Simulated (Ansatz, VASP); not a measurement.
**TaI in VASP and in Ansatz**

INCAR

```
ALGO = Normal ; EDIFF = 1E-6
ENCUT = 520 ; GGA = PE
ISIF = 2 ; ISMEAR = 0
LASPH = T ; LCHARG = F
LREAL = F ; LWAVE = F
NBANDS = 36 ; NELM = 60
PREC = Accurate ; SIGMA = 0.1
```

Contents of KPOINTS:

```
k-points
0
Gamma
  3 3 4
```

The input POSCAR:

```
TaI
1.0
    6.2358705713      0.0000000000      0.0000000000
   -3.1179352857      5.4004223295      0.0000000000
    0.0000000000      0.0000000000      5.0312137564
Ta I
3 3
Direct
    0.5000000000      0.0000000000      0.0000000000
    0.5000000000      0.5000000000      0.0000000000
    0.0000000000      0.5000000000      0.0000000000
    0.0000000000      0.0000000000      0.0000000000
    0.3333333333      0.6666666667      0.5000000000
    0.6666666667      0.3333333333      0.5000000000
```

Input for Ansatz:

```yaml
crystal:
  lattice:
    - [6.2358705713, 0.0, 0.0]
    - [-3.1179352857, 5.4004223295, 0.0]
    - [0.0, 0.0, 5.0312137564]
  atoms:
    - { symbol: Ta, position: [0.5, 0.0, 0.0] }
    - { symbol: Ta, position: [0.5, 0.5, 0.0] }
    - { symbol: Ta, position: [0.0, 0.5, 0.0] }
    - { symbol: I, position: [0.0, 0.0, 0.0] }
    - { symbol: I, position: [0.3333333333, 0.6666666667, 0.5] }
    - { symbol: I, position: [0.6666666667, 0.3333333333, 0.5] }
basis:
  ecutwfc: 420
kpoints:
  mp_grid: { grid: [3, 3, 4] }
hamiltonian:
  xc: pbe
scf:
  occupations: { method: gaussian, width: 0.1 }
  lower_state_search: "off"
output:
  forces: true
  stress: true
  eigenvalues: true
```

Alike in both runs: task single point; functional PBE; k mesh 3 × 3 × 4; occupations gaussian, width 0.1 eV; no spin polarisation.

|  | VASP | Ansatz |
| --- | --- | --- |
| version | VASP 6.6.1 | Ansatz 0.2.0 |
| potentials or method | VASP PAW PBE potentials, release 64 (Ta_pv, I), cutoff 520 eV | scalar-relativistic, plane waves, PAW |
| valence electrons in the cell | 54 | 90 |

Ansatz gave:

```
gap on the k mesh at the Fermi level (eV)                     : none
pressure (GPa)                                                : -6.3
traceless stress, the component that is largest in VASP (GPa) : 5.74
```

What did VASP give for the same quantities?

gap on the k mesh at the Fermi level (eV): none; pressure (GPa): -6.3; traceless stress, the component that is largest in VASP (GPa): 5.72.

A gap of «none» marks a metal or a gap that the smearing closes. VASP's potentials hold 54 valence electrons a cell and Ansatz's 90, so a difference there can come from the potentials and not from the codes.

The k mesh is coarse, so the values compare programs but aren't converged. Neither program's run includes spin-orbit coupling.
